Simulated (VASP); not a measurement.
Set up this calculation in VASP 6.6.1, as the native input.

- Task: single point
- Functional: PBE
- Potentials or basis: VASP PAW PBE potentials, release 64 (Co, Ru_pv)
- Cutoff: 520 eV
- k mesh: 14 × 14 × 14
- Occupations: gaussian, width 0.1 eV
- Spin: collinear spin, ferromagnetic start
- Starting moments: [1.1, 1.1, 0.49] μB
- Dipole correction: no
- Further INCAR settings: ALGO = Normal; EDIFF = 1e-07; NBANDS = 27

The structure of Co2Ru lies in POSCAR:

```
Co2Ru
1.0
    0.0000000000      2.7709098506      2.7709098506
    2.7709098506      0.0000000000      2.7709098506
    2.7709098506      2.7709098506      0.0000000000
Co Ru
2 1
Direct
    0.2500000000      0.2500000000      0.2500000000
    0.7500000000      0.7500000000      0.7500000000
    0.0000000000      0.0000000000      0.0000000000
```

These files were run (other wordings do the same):

INCAR

```
ALGO     = Normal         # electronic algorithm
EDIFF    = 1E-7           # SCF threshold, eV
ENCUT    = 520            # plane-wave cutoff, eV
GGA      = PE             # functional
ISIF     = 2              # what is computed and relaxed
ISMEAR   = 0              # smearing method
ISPIN    = 2              # spin polarisation
LASPH    = T              # aspherical terms in the spheres
LCHARG   = F              # write CHGCAR
LMAXMIX  = 4              # l up to which the mixer works
LORBIT   = 11             # projections on sites
LREAL    = F              # projectors in reciprocal space
LWAVE    = F              # write WAVECAR
MAGMOM   = 1.1 1.1 0.49   # initial moments
NBANDS   = 27             # bands
NELM     = 150            # most SCF steps
PREC     = Accurate       # precision mode
SIGMA    = 0.1            # smearing width, eV
```

KPOINTS

```
k-points
0
Gamma
  14 14 14
```

Potentials or basis: VASP PAW PBE potentials, release 64 (Co, Ru_pv).

Launch:

```console
$ cat potpaw_PBE.64/Co/POTCAR potpaw_PBE.64/Ru_pv/POTCAR > POTCAR
$ mpirun -np 1 vasp_std > vasp.out
```

It gave:

* Pressure: -0.5 GPa
* Net moment: 2.28 μB per cell
* Site moments: Co +0.94; Ru +0.45 μB
* Valence electrons inside the program's atomic spheres: Co 8.22; Ru 12.73

Wall time 2.7 min on 1 thread of AMD EPYC 9R45 (Zen 5), on a shared host, peak memory 0.28 GiB.
